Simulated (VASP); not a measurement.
# Na (Fm-3m) in VASP: notebook

Runs on Na. Level: PBE. Tasks: single point.

Program: VASP 6.6.1. These are calculated values, not measurements. Logs are shortened: lines on timing, memory, paths and dates and some standing lists are left out, and cuts for length are marked.

**1. The cell of the first run**

The structure is cubic, space group Fm-3m (No. 225). The conventional cell has a = 3.896 Å, b = 3.896 Å, c = 3.896 Å, α = 90.00°, β = 90.00°, γ = 90.00°. Within 3.6 Å of Na (site symmetry m-3m) lie 12 Na at 2.76 Å.

This isn't the form of Na at room conditions, which is bcc.

**2. Single point, PBE (14.79 Å³/atom)**

File INCAR:

```
SYSTEM = Na
ALGO = Normal ; EDIFF = 1E-6
ENCUT = 520 ; GGA = PE
ISIF = 2 ; ISMEAR = -1
LASPH = .True. ; LCHARG = .False.
LREAL = .False. ; LWAVE = .False.
NBANDS = 10 ; NELM = 60
PREC = Accurate ; SIGMA = 0.1
```

File KPOINTS:

```
k-points
0
Gamma
  14 14 14
  0 0 0
```

File POSCAR:

```
Na
1.0
    0.0000000000      1.9481332123      1.9481332123
    1.9481332123      0.0000000000      1.9481332123
    1.9481332123      1.9481332123      0.0000000000
Na
1
Direct
    0.0000000000      0.0000000000      0.0000000000
```

Potentials or basis: VASP PAW PBE potentials, release 64 (Na_pv).

Started as:

```
cat potpaw_PBE.64/Na_pv/POTCAR > POTCAR
mpirun -np 1 vasp_std > vasp.out
```

OUTCAR:

```text
SYSTEM = Na
   EDIFF = 1E-6
   ENCUT = 520
   GGA = PE
   ISIF = 2
   ISMEAR = -1
   LASPH = .True.
   LREAL = .False.
   NELM = 60
   PREC = Accurate

 ion  position               nearest neighbor table
   1  0.000  0.000  0.000-

  LATTYP: Found a face centered cubic cell.
 ALAT       =     3.8962664246

  Lattice vectors:

 A1 = (   0.0000000000,   1.9481332123,   1.9481332123)
 A2 = (   1.9481332123,   0.0000000000,   1.9481332123)
 A3 = (   1.9481332123,   1.9481332123,   0.0000000000)

Analysis of symmetry for initial positions (statically):
=====================================================================
 Subroutine PRICEL returns:
 Original cell was already a primitive cell.

 Routine SETGRP: Setting up the symmetry group for a
 face centered cubic supercell.

 Subroutine GETGRP returns: Found 48 space group operations
 (whereof 48 operations were pure point group operations)
 out of a pool of 48 trial point group operations.

The static configuration has the point symmetry O_h .

Analysis of symmetry for dynamics (positions and initial velocities):
=====================================================================
 Subroutine PRICEL returns:
 Original cell was already a primitive cell.

 Routine SETGRP: Setting up the symmetry group for a
 face centered cubic supercell.

 Subroutine GETGRP returns: Found 48 space group operations
 (whereof 48 operations were pure point group operations)
 out of a pool of 48 trial point group operations.

The dynamic configuration has the point symmetry O_h .

 Subroutine INISYM returns: Found 48 space group operations
 (whereof 48 operations are pure point group operations),
 and found     1 'primitive' translations

----------------------------------------------------------------------------------------

                                     Primitive cell

  volume of cell :      14.7872

  direct lattice vectors                    reciprocal lattice vectors
     0.000000000  1.948133212  1.948133212    -0.256655960  0.256655960  0.256655960
     1.948133212  0.000000000  1.948133212     0.256655960 -0.256655960  0.256655960
     1.948133212  1.948133212  0.000000000     0.256655960  0.256655960 -0.256655960

  length of vectors
     2.755076410  2.755076410  2.755076410     0.444541163  0.444541163  0.444541163

  position of ions in fractional coordinates (direct lattice)
     0.000000000  0.000000000  0.000000000

  ion indices of the primitive-cell ions
   primitive index   ion index
                 1           1

----------------------------------------------------------------------------------------

 KPOINTS: k-points

Automatic generation of k-mesh.
 Grid dimensions read from file:
 generate k-points for:   14   14   14

 Generating k-lattice:

  Cartesian coordinates                     Fractional coordinates (reciprocal lattice)
    -0.018332569  0.018332569  0.018332569     0.071428571  0.000000000  0.000000000
     0.018332569 -0.018332569  0.018332569     0.000000000  0.071428571  0.000000000
     0.018332569  0.018332569 -0.018332569     0.000000000  0.000000000  0.071428571

  Length of vectors
     0.031752940  0.031752940  0.031752940

  Shift w.r.t. Gamma in fractional coordinates (k-lattice)
     0.000000000  0.000000000  0.000000000

 Subroutine IBZKPT returns following result:
 ===========================================

 Found    104 irreducible k-points:

 Following reciprocal coordinates:
            Coordinates               Weight
  0.000000  0.000000  0.000000      1.000000
  0.071429  0.000000  0.000000      8.000000
  0.142857  0.000000  0.000000      8.000000
  0.214286  0.000000  0.000000      8.000000
  0.285714  0.000000  0.000000      8.000000
  0.357143  0.000000  0.000000      8.000000
[... 16 lines left out ...]
  0.214286  0.142857  0.000000     24.000000
  0.285714  0.142857  0.000000     24.000000
 [... further k-points ...]
   k-points           NKPTS =    104   k-points in BZ     NKDIM =    104   number of bands    NBANDS=     10
   number of dos      NEDOS =    301   number of ions     NIONS =      1
   total plane-waves  NPLWV =   8000
   dimension x,y,z NGX =    20 NGY =   20 NGZ =   20
   dimension x,y,z NGXF=    40 NGYF=   40 NGZF=   40
   ions per type =               1
   NGX,Y,Z   is equivalent  to a cutoff of  12.07, 12.07, 12.07 a.u.
   NGXF,Y,Z  is equivalent  to a cutoff of  24.14, 24.14, 24.14 a.u.
 SYSTEM =  Na
   PREC   = accura    normal or accurate (medium, high low for compatibility)
   ISTART =      0    job   : 0-new  1-cont  2-samecut
   ICHARG =      2    charge: 1-file 2-atom 10-const
   ISPIN  =      1    spin polarized calculation?
   LNONCOLLINEAR =      F non collinear calculations
   LSORBIT =      F    spin-orbit coupling
   LASPH  =      T    aspherical Exc in radial PAW
   ENCUT  =  520.0 eV  38.22 Ry    6.18 a.u.   5.12  5.12  5.12*2*pi/ulx,y,z
   NELM   =     60;   NELMIN=  2; NELMDL= -5     # of ELM steps
   EDIFF  = 0.1E-05   stopping-criterion for ELM
   LREAL  =      F    real-space projection
   EDIFFG = 0.1E-04   stopping-criterion for IOM
   NSW    =      0    number of steps for IOM
   IBRION =     -1    ionic relax: 0-MD 1-quasi-New 2-CG
   NFREE  =      0    steps in history (QN), initial steepest desc. (CG)
   ISIF   =      2    stress and relaxation
   ISYM   =      2    0-nonsym 1-usesym 2-fastsym
   POTIM  = 0.5000    time-step for ionic-motion
   TEBEG  =    0.0;   TEEND  =   0.0 temperature during run
   PSTRESS=    0.0 pullay stress
   NELECT =       7.0000    total number of electrons
   NUPDOWN=      -1.0000    fix difference up-down
   EMIN   =  10.00;   EMAX   =-10.00  energy-range for DOS
   EFERMI =   0.00;   METHOD = LEGACY
   ISMEAR =    -1;   SIGMA  =   0.10  broadening in eV -4-tet -1-fermi 0-gaus
   EFERMI_NEDOS =   21; number of points for ismear=-14 and -15
   IALGO  =     38    algorithm
   IMIX   =      4    mixing-type and parameters
     AMIX     =   0.40;   BMIX     =  1.00
     AMIX_MAG =   1.60;   BMIX_MAG =  1.00
  volume/ion in A,a.u.               =      14.79        99.79
  Fermi-wavevector in a.u.,A,eV,Ry     =   1.275887  2.411077 22.148754  1.627888
  Thomas-Fermi vector in A             =   2.408574
   LORBIT       =      0    0 simple, 1 ext, 2 COOP (PROOUT), +10 PAW based schemes
   GGA     = PE    functional components
   LHFCALC =     F    Hartree Fock is set to
   AEXX    =    0.0000 exact exchange contribution
   IVDW    =     0    specifies the selected vdW correction
   LEPSILON=     F    determine dielectric tensor
   LRPA    =     F    only Hartree local field effects (RPA)
 non-spin polarized calculation
  energy-cutoff  :      520.00
  volume of cell :       14.79
 maximum number of plane-waves:       411
   NGX = 11   NGY = 11   NGZ = 11

 number of electron       7.0000003 magnetization

 Free energy of the ion-electron system (eV)
  ---------------------------------------------------
  ext. energy  EPLUGINS =         0.00000000
  ---------------------------------------------------
  free energy    TOTEN  =        -0.00779948 eV

  energy without entropy =        0.00113886  energy(sigma->0) =       -0.00333031

 E-fermi :   5.0148     XC(G=0):  -9.5229

 val. band max:        4.8728719468   @ k =   0.5000   0.1429   0.0714
 cond. band min:       5.0462127401   @ k =   0.5000   0.2857   0.0714
 fundamental gap:      0.1733407934
 Fermi energy:         5.0147550075

 k-point     1 :       0.0000    0.0000    0.0000
  band No.  band energies     occupation
      1     -20.2110      2.00000
      2     -20.2110      2.00000
      3     -20.2110      2.00000
      4      -0.8769      2.00000
      5      22.6696      0.00000
      6      22.6697      0.00000
      7      22.6697      0.00000
      8      24.8794      0.00000
      9      28.2972      0.00000
     10      28.2972      0.00000

 k-point     2 :       0.0714    0.0000    0.0000
  band No.  band energies     occupation
      1     -20.2437      2.00000
      2     -20.2144      2.00000
      3     -20.2144      2.00000
      4      -0.7066      2.00000
      5      20.7641      0.00000
      6      22.6063      0.00000
      7      22.6063      0.00000
      8      25.9575      0.00000
      9      28.0360      0.00000
     10      28.0361      0.00000

 k-point     3 :       0.1429    0.0000    0.0000
  band No.  band energies     occupation
      1     -20.3341      2.00000
      2     -20.2238      2.00000
      3     -20.2238      2.00000
      4      -0.2047      2.00000
      5      18.0424      0.00000
      6      22.4045      0.00000
      7      22.4045      0.00000
      8      25.4390      0.00000
      9      27.5274      0.00000
     10      27.5274      0.00000

 k-point     4 :       0.2143    0.0000    0.0000
  band No.  band energies     occupation
      1     -20.4617      2.00000
      2     -20.2375      2.00000
      3     -20.2375      2.00000
      4       0.6049      2.00000
      5      15.3687      0.00000
      6      22.0637      0.00000
      7      22.0638      0.00000
      8      24.5404      0.00000
      9      27.1032      0.00000
     10      27.1032      0.00000
[... 222 lines left out ...]
 k-point    22 :       0.1429    0.1429    0.0000
  band No.  band energies     occupation
      1     -20.3332      2.00000
      2     -20.2481      2.00000
      3     -20.2481      2.00000
      4       0.0138      2.00000
      5      18.8267      0.00000
      6      21.0758      0.00000
      7      21.0758      0.00000
      8      22.5249      0.00000
      9      29.9754      0.00000
     10      30.3311      0.00000

 k-point    23 :       0.2143    0.1429    0.0000
  band No.  band energies     occupation
      1     -20.4151      2.00000
      2     -20.2664      2.00000
      3     -20.2622      2.00000
      4       0.6037      2.00000
      5      17.0786      0.00000
      6      20.1357      0.00000
      7      20.6077      0.00000
      8      22.0771      0.00000
      9      29.3592      0.00000
     10      30.8466      0.00000

 k-point    24 :       0.2857    0.1429    0.0000
  band No.  band energies     occupation
      1     -20.5261      2.00000
      2     -20.2841      2.00000
      3     -20.2792      2.00000
      4       1.4847      2.00000
      5      14.7345      0.00000
      6      18.9771      0.00000
      7      20.2644      0.00000
      8      22.6345      0.00000
      9      29.0159      0.00000
     10      30.5648      0.00000

 [... further k-points ...]

------------------------ aborting loop because EDIFF is reached ----------------------------------------

  FORCE on cell =-STRESS in cart. coord.  units (eV):
  Direction    XX          YY          ZZ          XY          YZ          ZX
  --------------------------------------------------------------------------------------
  -------------------------------------------------------------------------------------
  Total        3.6973338      3.6973338      3.6973338      0.0000000      0.0000000     -0.0000000
  in kB      400.6021671    400.6021671    400.6021671      0.0000000      0.0000000     -0.0000000
  external PRESSURE =     400.6021671 kB  Pullay stress =       0.0000000 kB

 VOLUME and BASIS-vectors are now :
 -----------------------------------------------------------------------------
  energy-cutoff  :      520.00
  volume of cell :       14.79
      direct lattice vectors                 reciprocal lattice vectors
     0.000000000  1.948133212  1.948133212    -0.256655960  0.256655960  0.256655960
     1.948133212  0.000000000  1.948133212     0.256655960 -0.256655960  0.256655960
     1.948133212  1.948133212  0.000000000     0.256655960  0.256655960 -0.256655960

 POSITION                                       TOTAL-FORCE (eV/Angst)
 -----------------------------------------------------------------------------------
      0.00000      0.00000      0.00000        -0.000000     -0.000000      0.000000
 -----------------------------------------------------------------------------------
    total drift:                                0.000000      0.000000      0.000000

  FREE ENERGIE OF THE ION-ELECTRON SYSTEM (eV)
  ---------------------------------------------------
  free  energy   TOTEN  =        -0.0077994800 eV

  energy  without entropy=        0.0011388578  energy(sigma->0) =       -0.00333031
```

Wall time 4.3 s (1 thread of Intel Xeon 6975P-C (Granite Rapids), shared host); peak memory 0.12 GiB.

Results:

| Property | Result |
| --- | --- |
| Free energy | -0.0078 eV |
| Pressure | 40.1 GPa |
| Band gap on the k mesh | zero (an odd number of electrons rules out a gap without spin polarisation) |

Caveat: the cell stands under pressure.

**3. Single point, PBE (14.79 Å³/atom)**

File INCAR:

```
ALGO = Normal ; EDIFF = 1E-7
ENCUT = 520 ; GGA = PE
ISIF = 2 ; ISMEAR = -1
LASPH = T ; LCHARG = F
LREAL = F ; LWAVE = F
NBANDS = 10 ; NELM = 100
PREC = Accurate ; SIGMA = 0.1
```

File KPOINTS:

```
k-points
0
Gamma
  14 14 14
```

POSCAR is that of step 2.

Potentials or basis: VASP PAW PBE potentials, release 64 (Na_pv).

Started as:

```
cat potpaw_PBE.64/Na_pv/POTCAR > POTCAR
mpirun -np 1 vasp_std > vasp.out
```

It took 4.4 s on 1 thread of Intel Xeon 6975P-C (Granite Rapids), shared host; peak memory 0.12 GiB.

Results (log left out):

- Free energy: -0.0078 eV
- Pressure: 40.1 GPa
- Band gap on the k mesh: zero (an odd number of electrons rules out a gap without spin polarisation)

Levels at points of the mesh, in eV from the Fermi level:
```
           k point  band 1  band 2  band 3  band 4  band 5  band 6  band 7  band 8  band 9
(0.00, 0.00, 0.00)  -25.23  -25.23  -25.23   -5.89   17.65   17.65   17.65   19.86   23.28
(0.50, 0.00, 0.00)  -25.85  -25.29  -25.29    0.78    1.94   15.87   15.87   18.17   21.69
(0.50, 0.50, 0.00)  -25.79  -25.42  -25.42    3.07    3.35    8.83   13.35   13.35   19.96
```

Caveat: the cell stands under pressure.

**4. Single point, PBE (16.64 Å³/atom)**

This run uses another cell than the first one, of 16.64 Å³/atom.

File INCAR:

```
SYSTEM = Na
PREC = Accurate
ENCUT = 520
EDIFF = 1E-6
ISMEAR = -1
SIGMA = 0.1
LREAL = .False.
LASPH = .True.
NELM = 80
ALGO = Normal
ISIF = 2
LWAVE = .False.
LCHARG = .True.
GGA = PE
LELF = .True.
LVHAR = .True.
NBANDS = 10
```

File KPOINTS:

```
regular mesh
0
Gamma
  14 14 14
  0 0 0
```

File POSCAR:

```
Na
1.0
    0.0000000000      2.0261401900      2.0261401900
    2.0261401900      0.0000000000      2.0261401900
    2.0261401900      2.0261401900      0.0000000000
Na
1
Direct
    0.0000000000      0.0000000000      0.0000000000
```

Started as:

```
cat potpaw_PBE.64/Na_pv/POTCAR > POTCAR
mpirun -np 1 vasp_std > vasp.out
```

It took 4.3 s on 1 thread of Intel Xeon 6975P-C (Granite Rapids), shared host; peak memory 0.14 GiB.

Results (log left out):

| Item | Value |
| --- | --- |
| Free energy | -0.3943 eV |
| Pressure | 27.6 GPa |
| Band gap on the k mesh | zero (an odd number of electrons rules out a gap without spin polarisation) |

Levels at points of the mesh, in eV from the Fermi level:
```tsv
k point	band 1	band 2	band 3	band 4	band 5	band 6	band 7	band 8
(0.00, 0.00, 0.00)	-25.02	-25.02	-25.02	-5.48	16.73	16.73	16.73	18.74
(0.50, 0.00, 0.00)	-25.47	-25.07	-25.07	0.73	1.83	15.08	15.08	17.14
(0.50, 0.50, 0.00)	-25.43	-25.16	-25.16	3.06	3.07	8.56	12.35	12.35
```

Caveat: the cell stands under pressure.

The gap in the log of VASP goes by the Fermi energy; the results here count the filled bands.